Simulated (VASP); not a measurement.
**InP: single point with r2SCAN**

The system is InP.

```
In P
1.0
     0.00000    2.71071    2.93050
     2.71071    0.00000    2.93050
     2.71071    2.71071    0.00000
In P
1 1
Direct
  0.00000 0.00000 0.00000
  0.75000 0.75000 0.75000
```

This cell differs from its parent crystal: strain -0.0750 x Voigt [1, 1, 0, 0, 0, 0].

```json
{
  "Program": "VASP 6.6.1",
  "Task": "single point",
  "Functional": "r2SCAN",
  "Potentials or basis": "VASP PAW PBE potentials, release 64 (In_d, P)",
  "Cutoff": "520 eV",
  "k mesh": "8 × 8 × 8",
  "Occupations": "gaussian, width 0.05 eV",
  "Spin": "no spin polarisation"
}
```

The pressure is 17.8 GPa. The band gap on the k mesh is 1.38 eV (least direct gap 1.87 eV).

Stress tensor (GPa, compression positive):
```
18.91  0.00  0.00
 0.00 18.91  0.00
 0.00  0.00 15.57
```

Levels at points of the mesh, in eV from the valence-band top:
```
           k point  band 6  band 7  band 8  band 9  band 10  band 11  band 12  band 13
(0.00, 0.00, 0.00)  -13.37   -0.49    0.00    0.00     1.87     4.23     4.23     4.33
(0.50, 0.00, 0.00)  -10.96   -7.00   -1.75   -1.10     1.94     4.82     5.31     7.72
(0.50, 0.50, 0.00)  -10.38   -7.21   -2.80   -2.80     1.96     2.85    10.20    11.32
(0.50, 0.00, 0.50)   -9.97   -6.60   -3.36   -3.29     1.38     2.06    10.68    10.69
```

Wall time 2.3 min on 1 thread of Intel(R) Xeon(R) Platinum 8259CL CPU @ 2.50GHz (Skylake/Cascade Lake) (shared host), peak memory 0.19 GiB.

Caveat: the cell differs from its parent crystal (strain -0.0750 x Voigt [1, 1, 0, 0, 0, 0]); the cell stands under pressure; the PAW data sets were made with another functional, which shifts forces and pressure a little; spin-orbit coupling is left out, which moves the levels of the heavy elements. A k mesh can miss the band edges.
